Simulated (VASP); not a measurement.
Here is a VASP 6.6.1 calculation.

Contents of POSCAR:

```
Ta
1.0
    2.8899414820      0.0000000000      0.0000000000
   -1.4449707410      2.5027627388      0.0000000000
    0.0000000000      0.0000000000      5.1115052517
Ta
2
Direct
    0.3333333333      0.6666666667      0.7500000000
    0.6666666667      0.3333333333      0.2500000000
```

INCAR.step1

```
ALGO = Normal ; EDIFF = 1E-4
ENCUT = 520 ; GGA = PE
ISMEAR = 0 ; LASPH = T
LCHARG = F ; LREAL = F
LWAVE = T ; NBANDS = 18
NELM = 60 ; PREC = Accurate
SIGMA = 0.05
```

File INCAR.step2:

```
ALGO = Normal ; EDIFF = 1E-6
ENCUT = 520 ; ISIF = 2
ISMEAR = 0 ; ISTART = 1
LASPH = T ; LCHARG = T
LELF = T ; LMIXTAU = T
LREAL = F ; LVHAR = T
LWAVE = F ; METAGGA = R2SCAN
NBANDS = 18 ; NELM = 60
PREC = Accurate ; SIGMA = 0.05
```

File KPOINTS:

```
k-points
0
Gamma
  16 16 8
```

Potentials or basis: VASP PAW PBE potentials, release 64 (Ta_pv).

Launch:

```console
$ cat potpaw_PBE.64/Ta_pv/POTCAR > POTCAR
$ cp INCAR.step1 INCAR
$ mpirun -np 1 vasp_std > vasp.out
$ cp INCAR.step2 INCAR
$ mpirun -np 1 vasp_std > vasp.out
```

Q: Predict the band gap on the k mesh.

A: Zero (band 11 reaches 7.04 eV, above the bottom of band 12 at 4.80 eV).

Q: What does it give for the pressure?

A: 0.5 GPa.

Stress tensor (GPa, compression positive):
```
0.50 0.00 0.00
0.00 0.50 0.00
0.00 0.00 0.64
```

Caveat: the PAW data sets were made with another functional, which shifts forces and pressure a little; spin-orbit coupling is left out, which moves the levels of the heavy elements.
